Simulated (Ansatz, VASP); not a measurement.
**Two plane-wave programs on InSb3**

```
CELL_PARAMETERS angstrom
4.80637 0.00000 0.00000
0.00000 4.80637 0.00000
0.00000 0.00000 4.80637
ATOMIC_POSITIONS crystal
In 0.00000 0.00000 0.00000
Sb 0.50000 0.00000 0.50000
Sb 0.00000 0.50000 0.50000
Sb 0.50000 0.50000 0.07802
```

Change from the starting cell: one atom moved.

Alike in both runs: task single point; functional PBE; k mesh 8 × 8 × 8; occupations gaussian, width 0.1 eV; no spin polarisation.

```csv
,VASP,Ansatz
version,VASP 6.6.1,Ansatz 0.2.0
potentials or method,"VASP PAW PBE potentials, release 64 (In_d, Sb), cutoff 520 eV","scalar-relativistic, plane waves, PAW"
valence electrons in the cell,28,58
```

|  | VASP | Ansatz | Ansatz less VASP |
| --- | --- | --- | --- |
| gap on the k mesh at the Fermi level (eV) | none | none | - |
| pressure (GPa) | 1.5 | 1.5 | +0.07 |
| traceless stress, the component that is largest in VASP (GPa) | -0.20 | -0.20 | -0.006 |
| rms of the force components (eV/Å) | 0.137 | 0.135 | -0.0020 |

Atom by atom the forces differ by 0.002 eV/Å (rms over components). A gap of «none» marks a metal or a gap that the smearing closes. VASP's potentials hold 28 valence electrons a cell and Ansatz's 58, so a difference there can come from the potentials and not from the codes.

Neither program's run includes spin-orbit coupling.
